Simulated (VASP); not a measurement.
# AgSb3Pb2 (P-4m2) in VASP: single point with r2SCAN

Aim: the single point of AgSb3Pb2 with r2SCAN.

Program: VASP 6.6.1. These are calculated values, not measurements. Logs are shortened: lines on timing, memory, paths and dates and some standing lists are left out, and cuts for length are marked.

### 1 The cell of the first run

The structure is tetragonal, space group P-4m2 (No. 115). Conventional cell: a = 4.247 Å, b = 4.247 Å, c = 9.308 Å, α = 90.00°, β = 90.00°, γ = 90.00°. Within 4.3 Å of Sb (site symmetry -4m2) lie 4 Ag at 3.00 Å and 4 Pb at 3.26 Å and 8 Sb at 4.14 to 4.25 Å. Sb (site symmetry 2mm) has 5 Pb at 3.19 to 3.28 Å and 10 Sb at 3.72 to 4.25 Å and 2 Ag at 4.14 Å within 4.3 Å. Within 4.3 Å of Ag (site symmetry -4m2) lie 8 Sb at 3.00 to 4.14 Å and 4 Pb at 3.26 Å and 4 Ag at 4.25 Å. Pb (site symmetry 2mm) has 7 Sb at 3.19 to 3.28 Å and 2 Ag at 3.26 Å and 4 Pb at 4.25 Å within 4.3 Å.

### 2 Single point, r2SCAN

POSCAR reads:

```
AgSb3Pb2
1.0
    4.2470380000      0.0000000000      0.0000000000
    0.0000000000      4.2470380000      0.0000000000
    0.0000000000      0.0000000000      9.3079400000
Sb Ag Pb
3 1 2
Direct
    0.5000000000      0.5000000000      0.0000000000
    0.0000000000      0.5000000000      0.3820000000
    0.5000000000      0.0000000000      0.6180000000
    0.0000000000      0.0000000000      0.0000000000
    0.0000000000      0.5000000000      0.7340000000
    0.5000000000      0.0000000000      0.2660000000
```

INCAR.step1 reads:

```
SYSTEM = AgSb3Pb2
PREC = Accurate
ENCUT = 520
ISMEAR = 0
SIGMA = 0.144
LREAL = .FALSE.
LASPH = .TRUE.
NELM = 100
NBANDS = 36
GGA = PE
ALGO = Normal
EDIFF = 1E-4
LWAVE = .TRUE.
LCHARG = .FALSE.
```

INCAR.step2 reads:

```
SYSTEM = AgSb3Pb2
PREC = Accurate
ENCUT = 520
EDIFF = 1E-6
ISMEAR = 0
SIGMA = 0.144
LREAL = .FALSE.
LASPH = .TRUE.
NELM = 100
ALGO = Normal
ISIF = 2
LWAVE = .FALSE.
LCHARG = .FALSE.
METAGGA = R2SCAN
LMIXTAU = .TRUE.
NBANDS = 36
ISTART = 1
```

KPOINTS reads:

```
Automatic mesh
0
G
  8 8 4
  0 0 0
```

Potentials or basis: VASP PAW PBE potentials, release 64 (Sb, Ag, Pb_d).

On the command line:

```console
$ cat potpaw_PBE.64/Sb/POTCAR potpaw_PBE.64/Ag/POTCAR potpaw_PBE.64/Pb_d/POTCAR > POTCAR
$ cp INCAR.step1 INCAR
$ mpirun -np 1 vasp_std > vasp.out
$ cp INCAR.step2 INCAR
$ mpirun -np 1 vasp_std > vasp.out
```

OUTCAR:

```text
SYSTEM = AgSb3Pb2
   PREC = Accurate
   ENCUT = 520
   EDIFF = 1E-6
   ISMEAR = 0
   LREAL = .FALSE.
   LASPH = .TRUE.
   NELM = 100
   ISIF = 2
   METAGGA = R2SCAN
   ISTART = 1

 ion  position               nearest neighbor table
   1  0.500  0.500  0.000-   4 3.00   4 3.00   4 3.00   4 3.00   6 3.26   6 3.26   5 3.26   5 3.26

   2  0.000  0.500  0.382-   6 3.19   6 3.19   6 3.19   6 3.19   5 3.28   3 3.72   3 3.72   3 3.72
                             3 3.72
   3  0.500  0.000  0.618-   5 3.19   5 3.19   5 3.19   5 3.19   6 3.28   2 3.72   2 3.72   2 3.72
                             2 3.72
   4  0.000  0.000  0.000-   1 3.00   1 3.00   1 3.00   1 3.00   5 3.26   6 3.26   6 3.26   5 3.26

   5  0.000  0.500  0.734-   3 3.19   3 3.19   3 3.19   3 3.19   4 3.26   1 3.26   4 3.26   1 3.26
                             2 3.28
   6  0.500  0.000  0.266-   2 3.19   2 3.19   2 3.19   2 3.19   1 3.26   4 3.26   4 3.26   1 3.26
                             3 3.28

  LATTYP: Found a simple tetragonal cell.
 ALAT       =     4.2470380000
 C/A-ratio  =     2.1916309673

  Lattice vectors:

 A1 = (   4.2470380000,   0.0000000000,   0.0000000000)
 A2 = (   0.0000000000,   4.2470380000,   0.0000000000)
 A3 = (   0.0000000000,   0.0000000000,   9.3079400000)

Analysis of symmetry for initial positions (statically):
=====================================================================
 Subroutine PRICEL returns:
 Original cell was already a primitive cell.

 Routine SETGRP: Setting up the symmetry group for a
 simple tetragonal supercell.

 Subroutine GETGRP returns: Found  8 space group operations
 (whereof  8 operations were pure point group operations)
 out of a pool of 16 trial point group operations.

The static configuration has the point symmetry D_2d.

Analysis of symmetry for dynamics (positions and initial velocities):
=====================================================================
 Subroutine PRICEL returns:
 Original cell was already a primitive cell.

 Routine SETGRP: Setting up the symmetry group for a
 simple tetragonal supercell.

 Subroutine GETGRP returns: Found  8 space group operations
 (whereof  8 operations were pure point group operations)
 out of a pool of 16 trial point group operations.

The dynamic configuration has the point symmetry D_2d.

 Subroutine INISYM returns: Found  8 space group operations
 (whereof  8 operations are pure point group operations),
 and found     1 'primitive' translations

----------------------------------------------------------------------------------------

                                     Primitive cell

  volume of cell :     167.8904

  direct lattice vectors                    reciprocal lattice vectors
     4.247038000  0.000000000  0.000000000     0.235458218  0.000000000  0.000000000
     0.000000000  4.247038000  0.000000000     0.000000000  0.235458218  0.000000000
     0.000000000  0.000000000  9.307940000     0.000000000  0.000000000  0.107435158

  length of vectors
     4.247038000  4.247038000  9.307940000     0.235458218  0.235458218  0.107435158

  position of ions in fractional coordinates (direct lattice)
     0.500000000  0.500000000  0.000000000
     0.000000000  0.500000000  0.382000000
     0.500000000  0.000000000  0.618000000
     0.000000000  0.000000000  0.000000000
     0.000000000  0.500000000  0.734000000
     0.500000000  0.000000000  0.266000000

  ion indices of the primitive-cell ions
   primitive index   ion index
                 1           1
                 2           2
                 3           3
                 4           4
                 5           5
                 6           6

----------------------------------------------------------------------------------------

 KPOINTS: Automatic mesh

Automatic generation of k-mesh.
 Grid dimensions read from file:
 generate k-points for:    8    8    4

 Generating k-lattice:

  Cartesian coordinates                     Fractional coordinates (reciprocal lattice)
     0.029432277  0.000000000  0.000000000     0.125000000  0.000000000  0.000000000
     0.000000000  0.029432277  0.000000000     0.000000000  0.125000000  0.000000000
     0.000000000  0.000000000  0.026858789     0.000000000  0.000000000  0.250000000

  Length of vectors
     0.029432277  0.029432277  0.026858789

  Shift w.r.t. Gamma in fractional coordinates (k-lattice)
     0.000000000  0.000000000  0.000000000

 Subroutine IBZKPT returns following result:
 ===========================================

 Found     45 irreducible k-points:

 Following reciprocal coordinates:
            Coordinates               Weight
  0.000000  0.000000  0.000000      1.000000
  0.125000  0.000000  0.000000      4.000000
  0.250000  0.000000  0.000000      4.000000
  0.375000  0.000000  0.000000      4.000000
  0.500000  0.000000  0.000000      2.000000
  0.125000  0.125000  0.000000      4.000000
[... 16 lines left out ...]
  0.375000  0.125000  0.250000     16.000000
  0.500000  0.125000  0.250000      8.000000
 [... further k-points ...]
   k-points           NKPTS =     45   k-points in BZ     NKDIM =     45   number of bands    NBANDS=     36
   number of dos      NEDOS =    301   number of ions     NIONS =      6
   total plane-waves  NPLWV =  71680
   dimension x,y,z NGX =    32 NGY =   32 NGZ =   70
   dimension x,y,z NGXF=    64 NGYF=   64 NGZF=  140
   ions per type =               3   1   2
   NGX,Y,Z   is equivalent  to a cutoff of  12.53, 12.53, 12.50 a.u.
   NGXF,Y,Z  is equivalent  to a cutoff of  25.05, 25.05, 25.00 a.u.
 SYSTEM =  AgSb3Pb2
   PREC   = accura    normal or accurate (medium, high low for compatibility)
   ISTART =      1    job   : 0-new  1-cont  2-samecut
   ICHARG =      0    charge: 1-file 2-atom 10-const
   ISPIN  =      1    spin polarized calculation?
   LNONCOLLINEAR =      F non collinear calculations
   LSORBIT =      F    spin-orbit coupling
   LASPH  =      T    aspherical Exc in radial PAW
   ENCUT  =  520.0 eV  38.22 Ry    6.18 a.u.   7.90  7.90 17.31*2*pi/ulx,y,z
   NELM   =    100;   NELMIN=  2; NELMDL=  0     # of ELM steps
   EDIFF  = 0.1E-05   stopping-criterion for ELM
   LREAL  =      F    real-space projection
   EDIFFG = 0.1E-04   stopping-criterion for IOM
   NSW    =      0    number of steps for IOM
   IBRION =     -1    ionic relax: 0-MD 1-quasi-New 2-CG
   NFREE  =      0    steps in history (QN), initial steepest desc. (CG)
   ISIF   =      2    stress and relaxation
   ISYM   =      2    0-nonsym 1-usesym 2-fastsym
   POTIM  = 0.5000    time-step for ionic-motion
   TEBEG  =    0.0;   TEEND  =   0.0 temperature during run
   PSTRESS=    0.0 pullay stress
   NELECT =      54.0000    total number of electrons
   NUPDOWN=      -1.0000    fix difference up-down
   EMIN   =  10.00;   EMAX   =-10.00  energy-range for DOS
   EFERMI =   0.00;   METHOD = LEGACY
   ISMEAR =     0;   SIGMA  =   0.14  broadening in eV -4-tet -1-fermi 0-gaus
   EFERMI_NEDOS =   21; number of points for ismear=-14 and -15
   IALGO  =     38    algorithm
   IMIX   =      4    mixing-type and parameters
     AMIX     =   0.40;   BMIX     =  1.00
     AMIX_MAG =   1.60;   BMIX_MAG =  1.00
  volume/ion in A,a.u.               =      27.98       188.83
  Fermi-wavevector in a.u.,A,eV,Ry     =   1.121667  2.119644 17.118006  1.258138
  Thomas-Fermi vector in A             =   2.258322
   LORBIT       =      0    0 simple, 1 ext, 2 COOP (PROOUT), +10 PAW based schemes
   METAGGA = R2SCAN    functional components
   LHFCALC =     F    Hartree Fock is set to
   AEXX    =    0.0000 exact exchange contribution
   IVDW    =     0    specifies the selected vdW correction
   LEPSILON=     F    determine dielectric tensor
   LRPA    =     F    only Hartree local field effects (RPA)
 non-spin polarized calculation
 Gauss-broadening in eV      SIGMA  =   0.14
  energy-cutoff  :      520.00
  volume of cell :      167.89
 maximum number of plane-waves:      4549
 NGX is ok and might be reduce to    32
   NGX = 15   NGY = 15   NGZ = 35

 number of electron      54.0000004 magnetization

 Free energy of the ion-electron system (eV)
  ---------------------------------------------------
  ext. energy  EPLUGINS =         0.00000000
  ---------------------------------------------------
  free energy    TOTEN  =      -209.53543617 eV

  energy without entropy =     -209.49409366  energy(sigma->0) =     -209.51476492

 E-fermi :   7.0617     XC(G=0): -10.6872

 val. band max:        7.0465941076   @ k =   0.1250   0.0000   0.0000
 cond. band min:       7.0618752760   @ k =   0.5000   0.2500   0.0000
 fundamental gap:      0.0152811684
 Fermi energy:         7.0616878484

 k-point     1 :       0.0000    0.0000    0.0000
  band No.  band energies     occupation
      1     -10.4189      2.00000
      2     -10.4171      2.00000
      3     -10.3878      2.00000
      4     -10.3868      2.00000
      5     -10.3836      2.00000
      6     -10.3836      2.00000
[... 28 lines left out ...]
     35      12.0275      0.00000
     36      12.2973      0.00000

 k-point     2 :       0.1250    0.0000    0.0000
  band No.  band energies     occupation
      1     -10.4169      2.00000
      2     -10.4134      2.00000
      3     -10.3865      2.00000
      4     -10.3839      2.00000
      5     -10.3831      2.00000
      6     -10.3810      2.00000
[... 28 lines left out ...]
     35      11.9818      0.00000
     36      12.1021      0.00000

 k-point     3 :       0.2500    0.0000    0.0000
  band No.  band energies     occupation
      1     -10.4142      2.00000
      2     -10.4062      2.00000
      3     -10.3930      2.00000
      4     -10.3917      2.00000
      5     -10.3819      2.00000
      6     -10.3760      2.00000
[... 28 lines left out ...]
     35      11.6575      0.00000
     36      12.3610      0.00000

 k-point     4 :       0.3750    0.0000    0.0000
  band No.  band energies     occupation
      1     -10.4122      2.00000
      2     -10.4041      2.00000
      3     -10.4009      2.00000
      4     -10.3980      2.00000
      5     -10.3826      2.00000
      6     -10.3807      2.00000
[... 28 lines left out ...]
     35      10.8873      0.00000
     36      12.6253      0.00000

 k-point     5 :       0.5000    0.0000    0.0000
  band No.  band energies     occupation
      1     -10.4103      2.00000
      2     -10.4096      2.00000
      3     -10.4015      2.00000
      4     -10.3985      2.00000
      5     -10.3845      2.00000
      6     -10.3842      2.00000
[... 655 lines left out ...]
 k-point    22 :       0.2500    0.1250    0.2500
  band No.  band energies     occupation
      1     -10.4123      2.00000
      2     -10.4025      2.00000
      3     -10.3925      2.00000
      4     -10.3908      2.00000
      5     -10.3843      2.00000
      6     -10.3803      2.00000
[... 28 lines left out ...]
     35      11.8738      0.00000
     36      12.4162      0.00000

 k-point    23 :       0.3750    0.1250    0.2500
  band No.  band energies     occupation
      1     -10.4113      2.00000
      2     -10.4042      2.00000
      3     -10.3980      2.00000
      4     -10.3944      2.00000
      5     -10.3868      2.00000
      6     -10.3861      2.00000
[... 28 lines left out ...]
     35      11.5235      0.00000
     36      12.1303      0.00000

 k-point    24 :       0.5000    0.1250    0.2500
  band No.  band energies     occupation
      1     -10.4113      2.00000
      2     -10.4087      2.00000
      3     -10.3986      2.00000
      4     -10.3941      2.00000
      5     -10.3898      2.00000
      6     -10.3895      2.00000
[... 28 lines left out ...]
     35      11.5187      0.00000
     36      11.8178      0.00000

 [... further k-points ...]
[... 5 lines left out ...]
  --------------------------------------------------------------------------------------
  -------------------------------------------------------------------------------------
  Total       -0.3927281     -0.3927281      3.4680630      0.0000000      0.0000000      0.0000000
  in kB       -3.7478020     -3.7478020     33.0957094      0.0000000      0.0000000      0.0000000
  external PRESSURE =       8.5333685 kB  Pullay stress =       0.0000000 kB

 VOLUME and BASIS-vectors are now :
 -----------------------------------------------------------------------------
  energy-cutoff  :      520.00
  volume of cell :      167.89
      direct lattice vectors                 reciprocal lattice vectors
     4.247038000  0.000000000  0.000000000     0.235458218  0.000000000  0.000000000
     0.000000000  4.247038000  0.000000000     0.000000000  0.235458218  0.000000000
     0.000000000  0.000000000  9.307940000     0.000000000  0.000000000  0.107435158

 POSITION                                       TOTAL-FORCE (eV/Angst)
 -----------------------------------------------------------------------------------
      2.12352      2.12352      0.00000         0.000000     -0.000000      0.000000
      0.00000      2.12352      3.55563         0.000000     -0.000000      0.421951
      2.12352      0.00000      5.75231         0.000000     -0.000000     -0.421951
      0.00000      0.00000      0.00000        -0.000000      0.000000      0.000000
      0.00000      2.12352      6.83203         0.000000     -0.000000     -0.158167
      2.12352      0.00000      2.47591         0.000000     -0.000000      0.158167
 -----------------------------------------------------------------------------------
    total drift:                                0.000000      0.000000     -0.000000

  FREE ENERGIE OF THE ION-ELECTRON SYSTEM (eV)
  ---------------------------------------------------
  free  energy   TOTEN  =      -209.5354361706 eV

  energy  without entropy=     -209.4940936621  energy(sigma->0) =     -209.51476492
```

It took 12 min on 1 thread of Intel Xeon Platinum 8488C (Sapphire Rapids), shared host; peak memory 0.45 GiB.

What came out:

- Free energy: -209.5354 eV
- Pressure: 0.9 GPa
- Largest force: 0.422 eV/Å
- Band gap on the k mesh: zero (bands 27 and 28 overlap by 2.12 eV)

Forces in eV/Å, atoms in the order of the input:
```
Sb   0.000  0.000  0.000
Sb   0.000  0.000  0.422
Sb   0.000  0.000 -0.422
Ag   0.000  0.000  0.000
Pb   0.000  0.000 -0.158
Pb   0.000  0.000  0.158
```

Stress tensor (GPa, compression positive):
```
-0.37  0.00  0.00
 0.00 -0.37  0.00
 0.00  0.00  3.31
```

Caveat: the PAW data sets were made with another functional, which shifts forces and pressure a little; spin-orbit coupling is left out, which moves the levels of the heavy elements.
